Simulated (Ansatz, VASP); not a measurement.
## PbF2 in VASP and in Ansatz

```
CELL_PARAMETERS angstrom
0.00000 2.95795 2.95795
2.95795 0.00000 2.95795
2.95795 2.95795 0.00000
ATOMIC_POSITIONS crystal
Pb 0.00000 0.00000 0.00000
F 0.75000 0.75000 0.75000
F 0.25000 0.25000 0.25000
```

Alike in both runs: task single point; functional PBE; k mesh 4 × 4 × 4; no spin polarisation.

|  | VASP | Ansatz |
| --- | --- | --- |
| version | VASP 6.6.1 | Ansatz 0.2.0 |
| potentials or method | VASP PAW PBE potentials, release 64 (Pb_d, F), cutoff 600 eV | scalar-relativistic, plane waves, PAW |
| occupations | gaussian, width 0.01 eV | fixed |
| valence electrons in the cell | 28 | 28 |

Ansatz gave:

* gap on the k mesh at the Fermi level (eV): 4.42
* least direct gap on the mesh (eV): 4.56
* pressure (GPa): 3.2

Estimate VASP's values.

gap on the k mesh at the Fermi level (eV): 4.42; least direct gap on the mesh (eV): 4.56; pressure (GPa): 2.9.

Ansatz's warnings: force scf threshold loose, stress scf threshold loose.

The k mesh is coarse, so the values compare programs but aren't converged. Neither program's run includes spin-orbit coupling.
